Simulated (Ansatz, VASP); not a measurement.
## Ag in VASP and in Ansatz

```xyz
1
Lattice="2.6757 0.0000 0.0000 0.0000 2.6757 0.0000 0.0000 0.0000 2.6757" Properties=species:S:1:pos:R:3 pbc="T T T"
Ag    0.0000    0.0000    0.0000
```

Change from the starting cell: volume scaled by 0.92, LAPW.

Alike in both runs: task single point; functional PBE; k mesh 16 × 16 × 16; occupations fermi-dirac, width 0.08 eV; no spin polarisation.

|  | VASP | Ansatz |
| --- | --- | --- |
| version | VASP 6.6.1 | Ansatz 0.2.0 |
| potentials or method | VASP PAW PBE potentials, release 64 (Ag), cutoff 520 eV | all-electron LAPW, scalar-relativistic |

```csv
,VASP,Ansatz,Ansatz less VASP
pressure (GPa),6.9,7.0,+0.18
```

Ansatz ran all-electron here, and VASP with PAW potentials.
